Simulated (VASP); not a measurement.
Crystal: Ga3AsN2.

```
Ga As N
1.0
    -1.80674    1.80674    7.66534
     1.80674   -1.80674    7.66534
     1.80674    1.80674   -7.66534
Ga As N
3 1 2
Direct
  0.00000 0.00000 0.00000
  0.66667 0.66667 0.00000
  0.33333 0.33333 0.00000
  0.25000 0.75000 0.50000
  0.58333 0.08333 0.50000
  0.91667 0.41667 0.50000
```

* Program: VASP 6.6.1
* Task: relaxation of cell and atoms
* Functional: PBE
* Potentials or basis: VASP PAW PBE potentials, release 64 (Ga_d, As, N)
* Cutoff: 600 eV
* k mesh: 6 × 6 × 6
* Occupations: gaussian, width 0.1 eV
* Spin: no spin polarisation

At the start: pressure -2.4 GPa; volume 16.68 Å³/atom.

Q: Where does the relaxation end?

A: Over 10 steps the energy falls by 349.8 meV/atom and the volume is 15.13 Å³/atom (-9.3 %); space group I-4m2 (No. 119, to 0.05 Å).

Step by step:
```tsv
step	energy change (eV)	largest force (eV/Å)	pressure (GPa)	volume (Å³)
1	0.0000	5.0575	-2.39	100.09
2	-1.5387	1.5241	-4.15	96.52
3	-1.6230	1.9968	-3.72	95.41
4	-1.9771	1.2139	2.28	89.34
5	-1.9993	0.8662	4.80	87.44
6	-2.0824	0.4572	-0.37	91.28
7	-2.0958	0.1279	0.73	90.21
8	-2.0958	0.1212	0.91	90.16
9	-2.0976	0.0823	-0.43	91.16
10	-2.0985	0.0188	0.01	90.78
```

Final structure:
```
Ga As N
1.0
    -1.75582    1.75582    7.36128
     1.75582   -1.75582    7.36128
     1.75582    1.75582   -7.36128
Ga As N
3 1 2
Direct
  0.00000 0.00000 0.00000
  0.64144 0.64144 0.00000
  0.35856 0.35856 0.00000
  0.25000 0.75000 0.50000
  0.56918 0.06918 0.50000
  0.93082 0.43082 0.50000
```

Caveat: the k points lie up to 0.42 Å⁻¹ apart in the final cell.
